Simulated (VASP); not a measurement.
A run of VASP 6.6.1:

INCAR

```
SYSTEM = PbO
PREC = Accurate
ENCUT = 520
EDIFF = 1E-6
ISMEAR = -1
SIGMA = 0.02
LREAL = .FALSE.
LASPH = .TRUE.
NELM = 60
ALGO = Normal
ISIF = 2
LWAVE = .FALSE.
LCHARG = .FALSE.
GGA = PE
IVDW = 13
NBANDS = 28
```

KPOINTS

```
Automatic mesh
0
G
  6 6 6
  0 0 0
```

The input POSCAR:

```
PbO
1.0
    4.0349048703      0.0000000000      0.0000000000
    0.0000000000      4.0349048703      0.0000000000
    0.0000000000      0.0000000000      4.9640922475
Pb O
2 2
Direct
    0.0000000000      0.5000000000      0.2390444882
    0.5000000000      0.0000000000      0.7609555118
    0.0000000000      0.0000000000      0.0000000000
    0.5000000000      0.5000000000      0.0000000000
```

Potentials or basis: VASP PAW PBE potentials, release 64 (Pb_d, O).

Launch:

```bash
$ cat potpaw_PBE.64/Pb_d/POTCAR potpaw_PBE.64/O/POTCAR > POTCAR
$ mpirun -np 1 vasp_std > vasp.out
```

Hardware: 1 thread of Intel Xeon 8259CL (shared host).

**Question.** Estimate the wall time of this run.

**Answer.** Run time: 110 s on 1 thread of Intel Xeon 8259CL (shared host), peak memory 0.23 GiB. Counts: scf iterations 14, k points 40.
